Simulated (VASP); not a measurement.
# Ti in VASP: single point with PBE+D3(BJ)

Aim: the single point of Ti with PBE+D3(BJ).

Program: VASP 6.6.1. These are calculated values, not measurements. Logs are shortened: lines on timing, memory, paths and dates and some standing lists are left out, and cuts for length are marked.

## Step 1: The cell of the first run

The cell holds a slab with vacuum, 20 atoms: a = 9.148 Å, b = 5.000 Å, c = 22.773 Å, α = 90.00°, β = 90.00°, γ = 90.00°.

## Step 2: Single point, PBE+D3(BJ)

INCAR

```
SYSTEM = Ti
PREC = Accurate
ENCUT = 400
EDIFF = 1E-6
ISMEAR = 0
SIGMA = 0.1
LREAL = .FALSE.
LASPH = .TRUE.
NELM = 120
ALGO = Normal
ISIF = 2
LWAVE = .FALSE.
LCHARG = .TRUE.
LDIPOL = .TRUE.
IDIPOL = 3
DIPOL = 0.5 0.5 0.498
GGA = PE
IVDW = 12
LVHAR = .TRUE.
LVACPOTAV = .TRUE.
NBANDS = 136
GGA_COMPAT = .FALSE.
NELMDL = -8
KPAR = 4
```

KPOINTS

```
Automatic mesh
0
Gamma
  4 9 1
  0.5 0.5 0
```

POSCAR

```
Ti
1.0
    9.1481646311      0.0000000000      0.0000000000
    0.0000000000      4.9995039919      0.0000000000
    0.0000000000      0.0000000000     22.7729299511
Ti
20
Direct
    0.3750000000      0.1666666667      0.3732501711
    0.8750000000      0.1666666667      0.3732501711
    0.1250000000      0.8333333333      0.3732501711
    0.6250000000      0.8333333333      0.3732501711
    0.3750000000      0.6666666667      0.4366250855
    0.8750000000      0.6666666667      0.4366250855
    0.1250000000      0.3333333333      0.4366250855
    0.6250000000      0.3333333333      0.4366250855
    0.3750000000      0.1701628738      0.4986078669
    0.8750000000      0.1701628738      0.4986078669
    0.1250000000      0.8298371262      0.4986078669
    0.6250000000      0.8298371262      0.4986078669
    0.3750000000      0.6640600597      0.5606320163
    0.8750000000      0.6640600597      0.5606320163
    0.1250000000      0.3359399403      0.5606320163
    0.6250000000      0.3359399403      0.5606320163
    0.3750000000      0.2029442026      0.6221714528
    0.8750000000      0.2029442026      0.6221714528
    0.1250000000      0.7970557974      0.6221714528
    0.6250000000      0.7970557974      0.6221714528
```

Potentials or basis: VASP PAW PBE potentials, release 64 (Ti_sv).

Run with:

```console
cat potpaw_PBE.64/Ti_sv/POTCAR > POTCAR
mpirun -np 4 vasp_std > vasp.out
```

OUTCAR:

```text
SYSTEM = Ti
   PREC = Accurate
   ENCUT = 400
   EDIFF = 1E-6
   ISMEAR = 0
   LREAL = .FALSE.
   LASPH = .TRUE.
   NELM = 120
   ISIF = 2
   GGA = PE
   IVDW = 12
   NELMDL = -8
 IVDW          = 12

 ion  position               nearest neighbor table
   1  0.375  0.167  0.373-   7 2.83   8 2.83   3 2.83   4 2.83   9 2.85   5 2.89   5 2.89
   2  0.875  0.167  0.373-   7 2.83   8 2.83   3 2.83   4 2.83  10 2.85   6 2.89   6 2.89
   3  0.125  0.833  0.373-   5 2.83   6 2.83   1 2.83   2 2.83  11 2.85   7 2.89   7 2.89
   4  0.625  0.833  0.373-   5 2.83   6 2.83   1 2.83   2 2.83  12 2.85   8 2.89   8 2.89
   5  0.375  0.667  0.437-  11 2.81  12 2.81  13 2.82   4 2.83   3 2.83   8 2.83   7 2.83   9 2.86
                             9 2.89   1 2.89   1 2.89
   6  0.875  0.667  0.437-  11 2.81  12 2.81  14 2.82   4 2.83   3 2.83   8 2.83   7 2.83  10 2.86
                            10 2.89   2 2.89   2 2.89
   7  0.125  0.333  0.437-   9 2.81  10 2.81  15 2.82   2 2.83   1 2.83   6 2.83   5 2.83  11 2.86
                            11 2.89   3 2.89   3 2.89
   8  0.625  0.333  0.437-   9 2.81  10 2.81  16 2.82   2 2.83   1 2.83   6 2.83   5 2.83  12 2.86
                            12 2.89   4 2.89   4 2.89
   9  0.375  0.170  0.499-   7 2.81   8 2.81  15 2.81  16 2.81  17 2.82  13 2.84  11 2.85  12 2.85
                             1 2.85   5 2.86   5 2.89  13 2.90
  10  0.875  0.170  0.499-   7 2.81   8 2.81  15 2.81  16 2.81  18 2.82  14 2.84  11 2.85  12 2.85
                             2 2.85   6 2.86   6 2.89  14 2.90
  11  0.125  0.830  0.499-   5 2.81   6 2.81  13 2.81  14 2.81  19 2.82  15 2.84   9 2.85  10 2.85
[... 23 lines left out ...]
 A1 = (   0.0000000000,  -4.9995039919,   0.0000000000)
 A2 = (   9.1481646311,   0.0000000000,   0.0000000000)
 A3 = (   0.0000000000,   0.0000000000,  22.7729299511)

Analysis of symmetry for initial positions (statically):
=====================================================================
 Subroutine PRICEL returns following result:

  LATTYP: Found a simple orthorhombic cell.
 ALAT       =     4.5740823156
 B/A-ratio  =     1.0930070005
 C/A-ratio  =     4.9786882658

  Lattice vectors:

 A1 = (   4.5740823156,   0.0000000000,   0.0000000000)
 A2 = (   0.0000000000,   4.9995039919,   0.0000000000)
 A3 = (   0.0000000000,   0.0000000000,  22.7729299511)

   2 primitive cells build up your supercell.

 Routine SETGRP: Setting up the symmetry group for a
 simple orthorhombic supercell.

 Subroutine GETGRP returns: Found  4 space group operations
 (whereof  2 operations were pure point group operations)
 out of a pool of  8 trial point group operations.

The static configuration has the point symmetry C_2 .
 The point group associated with its full space group is C_2v.

Analysis of symmetry for dynamics (positions and initial velocities):
=====================================================================
 Subroutine PRICEL returns following result:

  LATTYP: Found a simple orthorhombic cell.
 ALAT       =     4.5740823156
 B/A-ratio  =     1.0930070005
 C/A-ratio  =     4.9786882658

  Lattice vectors:

 A1 = (   4.5740823156,   0.0000000000,   0.0000000000)
 A2 = (   0.0000000000,   4.9995039919,   0.0000000000)
 A3 = (   0.0000000000,   0.0000000000,  22.7729299511)

   2 primitive cells build up your supercell.

 Routine SETGRP: Setting up the symmetry group for a
 simple orthorhombic supercell.

 Subroutine GETGRP returns: Found  4 space group operations
 (whereof  2 operations were pure point group operations)
 out of a pool of  8 trial point group operations.

The dynamic configuration has the point symmetry C_2 .
 The point group associated with its full space group is C_2v.

 Subroutine INISYM returns: Found  4 space group operations
 (whereof  2 operations are pure point group operations),
 and found     2 'primitive' translations

----------------------------------------------------------------------------------------

                                     Primitive cell

  volume of cell :     520.7746

  direct lattice vectors                    reciprocal lattice vectors
     4.574082316  0.000000000  0.000000000     0.218623088  0.000000000  0.000000000
     0.000000000  4.999503992  0.000000000     0.000000000  0.200019842  0.000000000
     0.000000000  0.000000000 22.772929951     0.000000000  0.000000000  0.043911785
[... 38 lines left out ...]

  Cartesian coordinates                     Fractional coordinates (reciprocal lattice)
     0.027327886  0.000000000  0.000000000     0.250000000  0.000000000  0.000000000
     0.000000000  0.022224427  0.000000000     0.000000000  0.111111111  0.000000000
     0.000000000  0.000000000  0.043911785     0.000000000  0.000000000  1.000000000

  Length of vectors
     0.027327886  0.022224427  0.043911785

  Shift w.r.t. Gamma in fractional coordinates (k-lattice)
     0.500000000  0.500000000  0.000000000

 Subroutine IBZKPT returns following result:
 ===========================================

 Found     10 irreducible k-points:

 Following reciprocal coordinates:
            Coordinates               Weight
  0.125000  0.055556  0.000000      4.000000
  0.375000  0.055556  0.000000      4.000000
  0.125000  0.166667  0.000000      4.000000
  0.375000  0.166667  0.000000      4.000000
  0.125000  0.277778  0.000000      4.000000
  0.375000  0.277778  0.000000      4.000000
  0.125000  0.388889  0.000000      4.000000
  0.375000  0.388889  0.000000      4.000000
  0.125000  0.500000  0.000000      2.000000
  0.375000  0.500000  0.000000      2.000000
   k-points           NKPTS =     10   k-points in BZ     NKDIM =     10   number of bands    NBANDS=    136
   number of dos      NEDOS =    301   number of ions     NIONS =     20
   total plane-waves  NPLWV = 324000
   dimension x,y,z NGX =    60 NGY =   36 NGZ =  150
   dimension x,y,z NGXF=   120 NGYF=   72 NGZF=  300
   ions per type =              20
   NGX,Y,Z   is equivalent  to a cutoff of  10.90, 11.97, 10.95 a.u.
   NGXF,Y,Z  is equivalent  to a cutoff of  21.81, 23.94, 21.90 a.u.
 SYSTEM =  Ti
   PREC   = accura    normal or accurate (medium, high low for compatibility)
   ISTART =      0    job   : 0-new  1-cont  2-samecut
   ICHARG =      2    charge: 1-file 2-atom 10-const
   ISPIN  =      1    spin polarized calculation?
   LNONCOLLINEAR =      F non collinear calculations
   LSORBIT =      F    spin-orbit coupling
   LASPH  =      T    aspherical Exc in radial PAW
   ENCUT  =  400.0 eV  29.40 Ry    5.42 a.u.  14.92  8.15 37.14*2*pi/ulx,y,z
   NELM   =    120;   NELMIN=  2; NELMDL= -8     # of ELM steps
   EDIFF  = 0.1E-05   stopping-criterion for ELM
   LREAL  =      F    real-space projection
   EDIFFG = 0.1E-04   stopping-criterion for IOM
   NSW    =      0    number of steps for IOM
   IBRION =     -1    ionic relax: 0-MD 1-quasi-New 2-CG
   NFREE  =      0    steps in history (QN), initial steepest desc. (CG)
   ISIF   =      2    stress and relaxation
   ISYM   =      2    0-nonsym 1-usesym 2-fastsym
   POTIM  = 0.5000    time-step for ionic-motion
   TEBEG  =    0.0;   TEEND  =   0.0 temperature during run
   PSTRESS=    0.0 pullay stress
   NELECT =     240.0000    total number of electrons
   NUPDOWN=      -1.0000    fix difference up-down
   EMIN   =  10.00;   EMAX   =-10.00  energy-range for DOS
   EFERMI =   0.00;   METHOD = LEGACY
   ISMEAR =     0;   SIGMA  =   0.10  broadening in eV -4-tet -1-fermi 0-gaus
   EFERMI_NEDOS =   21; number of points for ismear=-14 and -15
   IALGO  =     38    algorithm
   IMIX   =      4    mixing-type and parameters
     AMIX     =   0.40;   BMIX     =  1.00
     AMIX_MAG =   1.60;   BMIX_MAG =  1.00
  volume/ion in A,a.u.               =      52.08       351.44
  Fermi-wavevector in a.u.,A,eV,Ry     =   1.003657  1.896637 13.705521  1.007327
  Thomas-Fermi vector in A             =   2.136223
   LORBIT       =      0    0 simple, 1 ext, 2 COOP (PROOUT), +10 PAW based schemes
   GGA     = PE    functional components
   LHFCALC =     F    Hartree Fock is set to
   AEXX    =    0.0000 exact exchange contribution
   IVDW    =    12    specifies the selected vdW correction
   LEPSILON=     F    determine dielectric tensor
   LRPA    =     F    only Hartree local field effects (RPA)
 non-spin polarized calculation
 Gauss-broadening in eV      SIGMA  =   0.10
  energy-cutoff  :      400.00
  volume of cell :     1041.55
 maximum number of plane-waves:     18956
 NGX is ok and might be reduce to    60
   NGX = 29   NGY = 17   NGZ = 75

 dipolmoment           0.000000      0.000000     -0.024285 electrons x Angstroem

 number of electron     239.9999924 magnetization

 dipolmoment           0.000000      0.000000      0.007100 electrons x Angstroem

 Free energy of the ion-electron system (eV)
  ---------------------------------------------------
  ext. energy  EPLUGINS =         0.00000000
  ---------------------------------------------------
  free energy    TOTEN  =      -145.38672470 eV

  energy without entropy =     -145.28771425  energy(sigma->0) =     -145.33721947

 E-fermi :   0.7311     XC(G=0):  -4.7158

 val. band max:        0.7234140779   @ k =   0.3750   0.0556   0.0000
 cond. band min:       0.7492094920   @ k =   0.1250   0.0556   0.0000
 fundamental gap:      0.0257954140
 Fermi energy:         0.7310957255

 k-point     1 :       0.1250    0.0556    0.0000
  band No.  band energies     occupation
      1     -56.4178      2.00000
      2     -56.4039      2.00000
      3     -56.3981      2.00000
      4     -56.3885      2.00000
      5     -56.3108      2.00000
      6     -56.2849      2.00000
[... 1339 lines left out ...]
    131       1.1531      0.00000
    132       1.1835      0.00000
 [bands above 132 left out]

------------------------ aborting loop because EDIFF is reached ----------------------------------------

 Edisp (eV)   -8.51010

 E8    (eV) :    -4.2209

  FORCE on cell =-STRESS in cart. coord.  units (eV):
  Direction    XX          YY          ZZ          XY          YZ          ZX
  --------------------------------------------------------------------------------------
  -------------------------------------------------------------------------------------
  Total     -12.26797   -16.06737    -4.59041     0.00000     0.00000     0.00000
  in kB     -18.87137   -24.71586    -7.06126     0.00000     0.00000     0.00000
  external pressure =      -16.88 kB  Pullay stress =        0.00 kB

 VOLUME and BASIS-vectors are now :
 -----------------------------------------------------------------------------
  energy-cutoff  :      400.00
  volume of cell :     1041.55
      direct lattice vectors                 reciprocal lattice vectors
     9.148164631  0.000000000  0.000000000     0.109311544  0.000000000  0.000000000
     0.000000000  4.999503992  0.000000000     0.000000000  0.200019842  0.000000000
     0.000000000  0.000000000 22.772929951     0.000000000  0.000000000  0.043911785

 POSITION                                       TOTAL-FORCE (eV/Angst)
 -----------------------------------------------------------------------------------
      3.43056      0.83325      8.50000        -0.000000      1.032001      0.416209
      8.00464      0.83325      8.50000        -0.000000      1.032001      0.416209
      1.14352      4.16625      8.50000         0.000000     -1.032001      0.416209
      5.71760      4.16625      8.50000         0.000000     -1.032001      0.416209
      3.43056      3.33300      9.94323        -0.000000     -0.287501     -0.400240
      8.00464      3.33300      9.94323        -0.000000     -0.287501     -0.400240
[... 12 lines left out ...]
      1.14352      3.98488     14.16867        -0.000000     -0.004816      0.001727
      5.71760      3.98488     14.16867        -0.000000     -0.004816      0.001727
 -----------------------------------------------------------------------------------
    total drift:                                0.000000     -0.000000     -0.001512

  FREE ENERGIE OF THE ION-ELECTRON SYSTEM (eV)
  ---------------------------------------------------
  free  energy   TOTEN  =      -153.8968259300 eV

  energy  without entropy=     -153.7978154856  energy(sigma->0) =     -153.84732071

 vacuum level on the upper side and lower side of the slab         3.938         3.910
```

Run time: 31 min. Hardware: 4 MPI ranks of Intel Xeon Platinum 8259CL at 2.50GHz (Skylake/Cascade Lake), shared host; peak memory 1 GiB.

Results:

```
Free energy                : -153.8968 eV
Largest force              : 1.113 eV/Å
Band gap on the k mesh     : zero (bands 120 and 121 overlap by 0.03 eV)
Dispersion energy per atom : -0.426 eV
```

Forces on the atoms (eV/Å):
```
Ti   0.000  1.032  0.416
Ti   0.000  1.032  0.416
Ti   0.000 -1.032  0.416
Ti   0.000 -1.032  0.416
Ti   0.000 -0.288 -0.400
Ti   0.000 -0.288 -0.400
Ti   0.000  0.288 -0.400
Ti   0.000  0.288 -0.400
Ti   0.000 -0.002 -0.005
Ti   0.000 -0.002 -0.005
Ti   0.000  0.002 -0.005
Ti   0.000  0.002 -0.005
Ti   0.000  0.013 -0.013
Ti   0.000  0.013 -0.013
Ti   0.000 -0.013 -0.013
Ti   0.000 -0.013 -0.013
Ti   0.000  0.005  0.002
Ti   0.000  0.005  0.002
Ti   0.000 -0.005  0.002
Ti   0.000 -0.005  0.002
```

Levels at points of the mesh, in eV from the Fermi level:
| k point | band 116 | band 117 | band 118 | band 119 | band 120 | band 121 | band 122 | band 123 | band 124 | band 125 |
| --- | --- | --- | --- | --- | --- | --- | --- | --- | --- | --- |
| (0.12, 0.06, 0.00) | -0.32 | -0.32 | -0.25 | -0.18 | -0.03 | 0.02 | 0.02 | 0.11 | 0.15 | 0.21 |
